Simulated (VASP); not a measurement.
Here is a VASP 6.6.1 calculation.

The input INCAR:

```
ALGO = Normal ; EDIFF = 1E-6
ENCUT = 520 ; GGA = PE
ISIF = 2 ; ISMEAR = -1
ISPIN = 2 ; ISYM = 0
LASPH = True ; LCHARG = False
LMAXMIX = 4 ; LORBIT = 11
LREAL = False ; LWAVE = False
MAGMOM = 0.6 0.6 ; NBANDS = 20
NELM = 150 ; PREC = Accurate
SIGMA = 0.1
```

KPOINTS

```
k-points
0
Gamma
  13 7 13
```

The input POSCAR:

```
Co
1.0
    0.0000000000      1.7844000000      1.7844000000
    3.5688000000      0.0000000000      3.5688000000
    1.7844000000      1.7844000000      0.0000000000
Co
2
Direct
    0.0000000000      0.0000000000      0.0000000000
    0.0000000000      0.5000000000      0.0000000000
```

Potentials or basis: VASP PAW PBE potentials, release 64 (Co).

Command:

```bash
$ cat potpaw_PBE.64/Co/POTCAR > POTCAR
$ mpirun -np 1 vasp_std > vasp.out
```

Predict the net moment.

3.32 μB per cell.

Estimate the site moments.

Co +1.68 μB.

Stress tensor (GPa, compression positive):
```
-8.33 -0.07  0.21
-0.07 -8.41 -0.07
 0.21 -0.07 -8.33
```
